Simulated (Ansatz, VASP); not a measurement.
## Two plane-wave programs on C

```
C
1.0
     0.00000    2.17631    3.17808
     1.25725    0.00000    3.17808
     1.25725    2.17631    0.00000
C
2
Cartesian
  1.2572 0.7256 3.1781
  1.2572 3.6270 3.1781
```

Alike in both runs: task single point; functional LDA; k mesh 18 × 18 × 18; occupations gaussian, width 0.03 eV; no spin polarisation.

```csv
,VASP,Ansatz
version,VASP 6.6.1,Ansatz 0.2.0
potentials or method,"VASP PAW LDA potentials, release 64 (C), cutoff 520 eV","scalar-relativistic, plane waves, PAW"
valence electrons in the cell,8,8
```

|  | VASP | Ansatz | Ansatz less VASP |
| --- | --- | --- | --- |
| gap on the k mesh at the Fermi level (eV) | none | none | - |
| pressure (GPa) | -21.0 | -21.8 | -0.79 |
| traceless stress, the component that is largest in VASP (GPa) | 23.44 | 24.32 | +0.886 |
| rms of the force components (eV/Å) | 0.003 | 0.003 | -0.0001 |

LDA's correlation is that of Perdew and Zunger in VASP and of Perdew and Wang (1992) in Ansatz. Atom by atom the forces differ by 0.000 eV/Å (rms over components). A gap of «none» marks a metal or a gap that the smearing closes.
